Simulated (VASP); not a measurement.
Wanted: the native input for a VASP 6.6.1 run.

```yaml
Task: single point
Functional: PBE
Dispersion: D3(BJ)
Potentials_or_basis: VASP PAW PBE potentials, release 64 (Sn_d, O)
Cutoff: 520 eV
k_mesh: 8 × 4 × 6
Occupations: fermi-dirac, width 0.02 eV
Spin: no spin polarisation
Dipole_correction: no
Further_INCAR_settings: ALGO = Normal; EDIFF = 1e-06; NBANDS = 28
```

The structure of SnO lies in POSCAR:

```
SnO
1.0
    3.3456473825      0.0000000000      0.0000000000
    0.0000000000      5.7113467323      0.0000000000
    0.0000000000      0.0000000000      3.9217907970
Sn O
2 2
Direct
    0.0000000000      0.2347551361      0.5269110050
    0.5000000000      0.7652448639      0.0269110050
    0.0000000000      0.8833650553      0.7230899950
    0.5000000000      0.1166349447      0.2230899950
```

These files were run (other wordings do the same):

INCAR

```
PREC = Accurate ; ENCUT = 520
EDIFF = 1E-6 ; ISMEAR = -1
SIGMA = 0.02 ; LREAL = False
LASPH = True ; NELM = 60
ALGO = Normal ; ISIF = 2
LWAVE = False ; LCHARG = False
GGA = PE ; IVDW = 12
NBANDS = 28
```

KPOINTS

```
regular mesh
0
Gamma
  8 4 6
```

Potentials or basis: VASP PAW PBE potentials, release 64 (Sn_d, O).

Launch:

```sh
$ cat potpaw_PBE.64/Sn_d/POTCAR potpaw_PBE.64/O/POTCAR > POTCAR
$ mpirun -np 1 vasp_std > vasp.out
```

Results of the run:

```json
{
  "Pressure": "0.2 GPa",
  "Largest force": "0.080 eV/Å",
  "Band gap on the k mesh": "1.30 eV, indirect (least direct gap 1.90 eV)",
  "Dispersion energy per atom": "-0.221 eV"
}
```

Caveat: spin-orbit coupling is left out, which moves the levels of the heavy elements.

Run time: 67 s on 1 thread of Intel(R) Xeon(R) Platinum 8488C (Sapphire Rapids), with other jobs on the host, peak memory 0.25 GiB.
